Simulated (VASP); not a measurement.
# Ti (Fm-3m) in VASP: further runs, part 2 of 2

VASP 6.6.1. Earlier steps stand in the parts before.

### Step 3. Single point, r2SCAN

This run uses another cell than the first one, of 16.73 Å³/atom, 0.943 times its volume.

POSCAR reads:

```
Ti
1.0
    0.0000000000      2.0300000000      2.0300000000
    2.0300000000      0.0000000000      2.0300000000
    2.0300000000      2.0300000000      0.0000000000
Ti
1
Direct
    0.0000000000      0.0000000000      0.0000000000
```

INCAR.step1 reads:

```
SYSTEM = Ti
PREC = Accurate
ENCUT = 520
ISMEAR = -1
SIGMA = 0.05
LREAL = .FALSE.
LASPH = .TRUE.
NELM = 100
NBANDS = 12
GGA = PE
ALGO = Normal
EDIFF = 1E-4
LWAVE = .TRUE.
LCHARG = .FALSE.
```

INCAR.step2 reads:

```
SYSTEM = Ti
PREC = Accurate
ENCUT = 520
EDIFF = 1E-6
ISMEAR = -1
SIGMA = 0.05
LREAL = .FALSE.
LASPH = .TRUE.
NELM = 100
ALGO = Normal
ISIF = 2
LWAVE = .FALSE.
LCHARG = .FALSE.
METAGGA = R2SCAN
LMIXTAU = .TRUE.
NBANDS = 12
ISTART = 1
```

KPOINTS reads:

```
Automatic mesh
0
G
  11 11 11
  0 0 0
```

Potentials or basis: VASP PAW PBE potentials, release 64 (Ti_sv).

The run is started by

```
$ cat potpaw_PBE.64/Ti_sv/POTCAR > POTCAR
$ cp INCAR.step1 INCAR
$ mpirun -np 1 vasp_std > vasp.out
$ cp INCAR.step2 INCAR
$ mpirun -np 1 vasp_std > vasp.out
```

OUTCAR:

```text
SYSTEM = Ti
   PREC = Accurate
   ENCUT = 520
   EDIFF = 1E-6
   ISMEAR = -1
   LREAL = .FALSE.
   LASPH = .TRUE.
   NELM = 100
   ISIF = 2
   METAGGA = R2SCAN
   ISTART = 1

 ion  position               nearest neighbor table
   1  0.000  0.000  0.000-

  LATTYP: Found a face centered cubic cell.
 ALAT       =     4.0600000000

  Lattice vectors:

 A1 = (   0.0000000000,   2.0300000000,   2.0300000000)
 A2 = (   2.0300000000,   0.0000000000,   2.0300000000)
 A3 = (   2.0300000000,   2.0300000000,   0.0000000000)

Analysis of symmetry for initial positions (statically):
=====================================================================
 Subroutine PRICEL returns:
 Original cell was already a primitive cell.

 Routine SETGRP: Setting up the symmetry group for a
 face centered cubic supercell.

 Subroutine GETGRP returns: Found 48 space group operations
 (whereof 48 operations were pure point group operations)
 out of a pool of 48 trial point group operations.

The static configuration has the point symmetry O_h .

Analysis of symmetry for dynamics (positions and initial velocities):
=====================================================================
 Subroutine PRICEL returns:
 Original cell was already a primitive cell.

 Routine SETGRP: Setting up the symmetry group for a
 face centered cubic supercell.

 Subroutine GETGRP returns: Found 48 space group operations
 (whereof 48 operations were pure point group operations)
 out of a pool of 48 trial point group operations.

The dynamic configuration has the point symmetry O_h .

 Subroutine INISYM returns: Found 48 space group operations
 (whereof 48 operations are pure point group operations),
 and found     1 'primitive' translations

----------------------------------------------------------------------------------------

                                     Primitive cell

  volume of cell :      16.7309

  direct lattice vectors                    reciprocal lattice vectors
     0.000000000  2.030000000  2.030000000    -0.246305419  0.246305419  0.246305419
     2.030000000  0.000000000  2.030000000     0.246305419 -0.246305419  0.246305419
     2.030000000  2.030000000  0.000000000     0.246305419  0.246305419 -0.246305419

  length of vectors
     2.870853532  2.870853532  2.870853532     0.426613499  0.426613499  0.426613499

  position of ions in fractional coordinates (direct lattice)
     0.000000000  0.000000000  0.000000000

  ion indices of the primitive-cell ions
   primitive index   ion index
                 1           1

----------------------------------------------------------------------------------------

 KPOINTS: Automatic mesh

Automatic generation of k-mesh.
 Grid dimensions read from file:
 generate k-points for:   11   11   11

 Generating k-lattice:

  Cartesian coordinates                     Fractional coordinates (reciprocal lattice)
    -0.022391402  0.022391402  0.022391402     0.090909091  0.000000000  0.000000000
     0.022391402 -0.022391402  0.022391402     0.000000000  0.090909091  0.000000000
     0.022391402  0.022391402 -0.022391402     0.000000000  0.000000000  0.090909091

  Length of vectors
     0.038783045  0.038783045  0.038783045

  Shift w.r.t. Gamma in fractional coordinates (k-lattice)
     0.000000000  0.000000000  0.000000000

 Subroutine IBZKPT returns following result:
 ===========================================

 Found     56 irreducible k-points:

 Following reciprocal coordinates:
            Coordinates               Weight
  0.000000  0.000000  0.000000      1.000000
  0.090909  0.000000  0.000000      8.000000
  0.181818  0.000000  0.000000      8.000000
  0.272727  0.000000  0.000000      8.000000
  0.363636  0.000000  0.000000      8.000000
  0.454545  0.000000  0.000000      8.000000
[... 16 lines left out ...]
 -0.272727  0.181818  0.000000     24.000000
 -0.181818  0.181818  0.000000     12.000000
 [... further k-points ...]
   k-points           NKPTS =     56   k-points in BZ     NKDIM =     56   number of bands    NBANDS=     12
   number of dos      NEDOS =    301   number of ions     NIONS =      1
   total plane-waves  NPLWV =  13824
   dimension x,y,z NGX =    24 NGY =   24 NGZ =   24
   dimension x,y,z NGXF=    48 NGYF=   48 NGZF=   48
   ions per type =               1
   NGX,Y,Z   is equivalent  to a cutoff of  13.90, 13.90, 13.90 a.u.
   NGXF,Y,Z  is equivalent  to a cutoff of  27.80, 27.80, 27.80 a.u.
 SYSTEM =  Ti
   PREC   = accura    normal or accurate (medium, high low for compatibility)
   ISTART =      1    job   : 0-new  1-cont  2-samecut
   ICHARG =      0    charge: 1-file 2-atom 10-const
   ISPIN  =      1    spin polarized calculation?
   LNONCOLLINEAR =      F non collinear calculations
   LSORBIT =      F    spin-orbit coupling
   LASPH  =      T    aspherical Exc in radial PAW
   ENCUT  =  520.0 eV  38.22 Ry    6.18 a.u.   5.34  5.34  5.34*2*pi/ulx,y,z
   NELM   =    100;   NELMIN=  2; NELMDL=  0     # of ELM steps
   EDIFF  = 0.1E-05   stopping-criterion for ELM
   LREAL  =      F    real-space projection
[... 7 lines left out ...]
   TEBEG  =    0.0;   TEEND  =   0.0 temperature during run
   PSTRESS=    0.0 pullay stress
   NELECT =      12.0000    total number of electrons
   NUPDOWN=      -1.0000    fix difference up-down
   EMIN   =  10.00;   EMAX   =-10.00  energy-range for DOS
   EFERMI =   0.00;   METHOD = LEGACY
   ISMEAR =    -1;   SIGMA  =   0.05  broadening in eV -4-tet -1-fermi 0-gaus
   EFERMI_NEDOS =   21; number of points for ismear=-14 and -15
   IALGO  =     38    algorithm
   IMIX   =      4    mixing-type and parameters
     AMIX     =   0.40;   BMIX     =  1.00
     AMIX_MAG =   1.60;   BMIX_MAG =  1.00
  volume/ion in A,a.u.               =      16.73       112.91
  Fermi-wavevector in a.u.,A,eV,Ry     =   1.465421  2.769245 29.217967  2.147460
  Thomas-Fermi vector in A             =   2.581280
   LORBIT       =      0    0 simple, 1 ext, 2 COOP (PROOUT), +10 PAW based schemes
   METAGGA = R2SCAN    functional components
   LHFCALC =     F    Hartree Fock is set to
   AEXX    =    0.0000 exact exchange contribution
   IVDW    =     0    specifies the selected vdW correction
   LEPSILON=     F    determine dielectric tensor
   LRPA    =     F    only Hartree local field effects (RPA)
 non-spin polarized calculation
  energy-cutoff  :      520.00
  volume of cell :       16.73
 maximum number of plane-waves:       463
 NGX is ok and might be reduce to    24
   NGX = 11   NGY = 11   NGZ = 11

 number of electron      12.0000002 magnetization

 Free energy of the ion-electron system (eV)
  ---------------------------------------------------
  ext. energy  EPLUGINS =         0.00000000
  ---------------------------------------------------
  free energy    TOTEN  =       -12.87668421 eV

  energy without entropy =      -12.86428169  energy(sigma->0) =      -12.87048295

 E-fermi :   8.6304     XC(G=0): -12.6039

 val. band max:        8.6238324583   @ k =   0.2727   0.1818   0.0909
 cond. band min:       8.6527199619   @ k =   0.1818   0.1818   0.0000
 fundamental gap:      0.0288875036
 Fermi energy:         8.6303859162

 k-point     1 :       0.0000    0.0000    0.0000
  band No.  band energies     occupation
      1     -50.3269      2.00000
      2     -25.0854      2.00000
      3     -25.0853      2.00000
      4     -25.0853      2.00000
      5       2.0871      2.00000
      6       9.6723      0.00000
      7       9.6723      0.00000
      8       9.6723      0.00000
      9      11.5638      0.00000
     10      11.5638      0.00000
     11      24.6239      0.00000
     12      29.7086      0.00000

 k-point     2 :       0.0909    0.0000    0.0000
  band No.  band energies     occupation
      1     -50.3152      2.00000
      2     -25.1502      2.00000
      3     -25.0933      2.00000
      4     -25.0932      2.00000
      5       2.3727      2.00000
      6       9.4860      0.00000
      7       9.7729      0.00000
      8       9.7729      0.00000
      9      11.4978      0.00000
     10      11.4978      0.00000
     11      24.8510      0.00000
     12      27.8032      0.00000
[... 316 lines left out ...]
 k-point    24 :      -0.1818    0.1818    0.0000
  band No.  band energies     occupation
      1     -50.2279      2.00000
      2     -25.5218      2.00000
      3     -25.2631      2.00000
      4     -25.1344      2.00000
      5       4.7272      2.00000
      6       8.4537      1.94323
      7       9.5932      0.00000
      8      10.6326      0.00000
      9      10.7070      0.00000
     10      12.5377      0.00000
     11      23.0397      0.00000
     12      23.5082      0.00000

 [... further k-points ...]
[... 5 lines left out ...]
  --------------------------------------------------------------------------------------
  -------------------------------------------------------------------------------------
  Total        0.4876706      0.4876706      0.4876706      0.0000000      0.0000000      0.0000000
  in kB       46.7002304     46.7002304     46.7002304      0.0000000      0.0000000      0.0000000
  external PRESSURE =      46.7002304 kB  Pullay stress =       0.0000000 kB

 VOLUME and BASIS-vectors are now :
 -----------------------------------------------------------------------------
  energy-cutoff  :      520.00
  volume of cell :       16.73
      direct lattice vectors                 reciprocal lattice vectors
     0.000000000  2.030000000  2.030000000    -0.246305419  0.246305419  0.246305419
     2.030000000  0.000000000  2.030000000     0.246305419 -0.246305419  0.246305419
     2.030000000  2.030000000  0.000000000     0.246305419  0.246305419 -0.246305419

 POSITION                                       TOTAL-FORCE (eV/Angst)
 -----------------------------------------------------------------------------------
      0.00000      0.00000      0.00000         0.000000     -0.000000     -0.000000
 -----------------------------------------------------------------------------------
    total drift:                               -0.000000      0.000000     -0.000000

  FREE ENERGIE OF THE ION-ELECTRON SYSTEM (eV)
  ---------------------------------------------------
  free  energy   TOTEN  =       -12.8766842102 eV

  energy  without entropy=      -12.8642816889  energy(sigma->0) =      -12.87048295
```

OUTCAR.step1:

```text
SYSTEM = Ti
   PREC = Accurate
   ENCUT = 520
   ISMEAR = -1
   LREAL = .FALSE.
   LASPH = .TRUE.
[... 577 lines left out ...]
 -----------------------------------------------------------------------------------
      0.00000      0.00000      0.00000         0.000000      0.000000      0.000000
 -----------------------------------------------------------------------------------
    total drift:                                0.000000      0.000000      0.000000

  FREE ENERGIE OF THE ION-ELECTRON SYSTEM (eV)
  ---------------------------------------------------
  free  energy   TOTEN  =        -7.7802246518 eV

  energy  without entropy=       -7.7690543419  energy(sigma->0) =       -7.77463950
```

OSZICAR.step1:

```text
N       E                     dE             d eps       ncg     rms          rms(c)
DAV:   1     0.882222562828E+02    0.88222E+02   -0.65502E+03  1348   0.121E+03
DAV:   2    -0.407098090931E+01   -0.92293E+02   -0.89771E+02  1360   0.297E+02
DAV:   3    -0.861125592159E+01   -0.45403E+01   -0.44879E+01  1816   0.670E+01
DAV:   4    -0.873325501302E+01   -0.12200E+00   -0.12170E+00  1568   0.960E+00
DAV:   5    -0.873643872532E+01   -0.31837E-02   -0.31836E-02  1576   0.137E+00    0.862E+00
DAV:   6    -0.777929167251E+01    0.95715E+00   -0.19421E+00  1456   0.211E+01    0.232E+00
DAV:   7    -0.776842975521E+01    0.10862E-01   -0.97821E-02  1644   0.376E+00    0.132E+00
DAV:   8    -0.777998509740E+01   -0.11555E-01   -0.40418E-02  1400   0.257E+00    0.197E-01
DAV:   9    -0.778018123389E+01   -0.19614E-03   -0.50605E-03  1704   0.837E-01    0.916E-02
DAV:  10    -0.778022465182E+01   -0.43418E-04   -0.24947E-04  1380   0.190E-01
   1 F= -.77802247E+01 E0= -.77746395E+01  d E =-.111703E-01
```

Wall time 76 s (1 thread of Intel Xeon 6975P-C, shared host); peak memory 0.15 GiB.

Results:

```yaml
Free_energy: -12.8767 eV
Pressure: 4.7 GPa
Band_gap_on_the_k_mesh: zero (band 6 reaches 9.67 eV, above the bottom of band 7 at 8.34 eV)
```

Levels at points of the mesh, in eV from the Fermi level:
```tsv
k point	band 4	band 5	band 6	band 7	band 8	band 9
(0.00, 0.00, 0.00)	-33.72	-6.54	1.04	1.04	1.04	2.93
```

Caveat: the PAW data sets were made with another functional, which shifts forces and pressure a little.
